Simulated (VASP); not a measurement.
Wanted: the native input for a VASP 6.6.1 run.

```
Task                   : single point
Functional             : PBE
Potentials or basis    : VASP PAW PBE potentials, release 64 (Si)
Cutoff                 : 520 eV
k mesh                 : 2 × 2 × 2
Occupations            : gaussian, width 0.01 eV
Spin                   : no spin polarisation
Dipole correction      : no
Further INCAR settings : ALGO = Normal; EDIFF = 1e-07; NBANDS = 11
```

The structure of Si lies in POSCAR:

```
Si
1.0
    0.0000000000      2.7221188962      2.7221188962
    2.7221188962      0.0000000000      2.7221188962
    2.7221188962      2.7221188962      0.0000000000
Si
2
Direct
    0.0000000000      0.0000000000      0.0000000000
    0.2500000000      0.2500000000      0.2500000000
```

One way to write it, as run:

INCAR

```
SYSTEM = Si
PREC     = Accurate       ! precision mode
ENCUT    = 520            ! plane-wave cutoff, eV
EDIFF    = 1E-7           ! SCF threshold, eV
ISMEAR   = 0              ! smearing method
SIGMA    = 0.01           ! smearing width, eV
LREAL    = .False.        ! projectors in reciprocal space
LASPH    = .True.         ! aspherical terms in the spheres
NELM     = 100            ! most SCF steps
ALGO     = Normal         ! electronic algorithm
ISIF     = 2              ! what is computed and relaxed
LWAVE    = .False.        ! write WAVECAR
LCHARG   = .False.        ! write CHGCAR
GGA      = PE             ! functional
NBANDS   = 11             ! bands
```

KPOINTS

```
Automatic mesh
0
Gamma
  2 2 2
  0 0 0
```

Potentials or basis: VASP PAW PBE potentials, release 64 (Si).

The run is started by

```bash
$ cat potpaw_PBE.64/Si/POTCAR > POTCAR
$ mpirun -np 1 vasp_std > vasp.out
```

It gave:

| Quantity | Value |
| --- | --- |
| Pressure | 9.0 GPa |
| Band gap on the k mesh | 0.61 eV, indirect (least direct gap 2.44 eV) |

Caveat: the k points lie up to 1.00 Å⁻¹ apart.

It took 4.2 s on 1 thread of Intel(R) Xeon(R) Platinum 8259CL CPU @ 2.50GHz (Skylake/Cascade Lake) (shared host), peak memory 0.15 GiB.
